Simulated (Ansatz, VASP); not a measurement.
## Y in VASP and in Ansatz

The input INCAR:

```
PREC = Accurate
ENCUT = 520
EDIFF = 1E-6
ISMEAR = -1
SIGMA = 0.08
LREAL = False
LASPH = True
NELM = 100
ALGO = Normal
ISIF = 2
LWAVE = False
LCHARG = False
GGA = CA
NBANDS = 18
```

File KPOINTS:

```
regular mesh
0
Gamma
  10 10 6
```

File POSCAR:

```
Y
1.0
    3.5422956430      0.0000000000      0.0000000000
   -1.7711478215      3.0677180146      0.0000000000
    0.0000000000      0.0000000000      5.5161657872
Y
2
Direct
    0.3333333333      0.6666666667      0.2500000000
    0.6666666667      0.3333333333      0.7500000000
```

Input for Ansatz:

```yaml
crystal:
  lattice:
    - [3.54229564301, 0.0, 0.0]
    - [-1.7711478215, 3.06771801456, 0.0]
    - [0.0, 0.0, 5.51616578723]
  atoms:
    - { symbol: "Y", position: [0.333333333333, 0.666666666667, 0.25] }
    - { symbol: "Y", position: [0.666666666667, 0.333333333333, 0.75] }
kpoints:
  mp_grid: { grid: [10, 10, 6] }
scf:
  occupations: { method: fermi_dirac, width: 0.08 }
hamiltonian:
  xc: lda
  pseudopotentials: { kind: paw }
output:
  forces: true
  stress: true
  eigenvalues: true
  eigenstates:
    nscf_kmesh: { grid: [16, 16, 12] }
    de_dk: true
    e_range: [-14, 14]
  optics:
    e_range: [0, 30]
    de: 0.2
    sigma: 0.2
    bands: { spectra_wanted_up_to: 30 }
    nscf_kmesh: { grid: [16, 16, 12] }
    drude_damping: 0.1
checkpoint:
  write: ck
  write_wavefunctions: false
```

Alike in both runs: task single point; functional LDA; k mesh 10 × 10 × 6; occupations fermi-dirac, width 0.08 eV; no spin polarisation.

|  | VASP | Ansatz |
| --- | --- | --- |
| version | VASP 6.6.1 | Ansatz 0.2.0 |
| potentials or method | VASP PAW LDA potentials, release 64 (Y_sv) | PAW with Ansatz's default frozen-core files, scalar-relativistic |
| plane-wave cutoff (eV) | 520 | 420 |
| valence electrons in the cell | 22 | 22 |

```csv
,VASP,Ansatz,Ansatz less VASP
pressure (GPa),-0.1,0.0,+0.13
```

LDA's correlation is that of Perdew and Zunger in VASP and of Perdew and Wang (1992) in Ansatz. Ansatz's warnings: optics on partly filled bands.
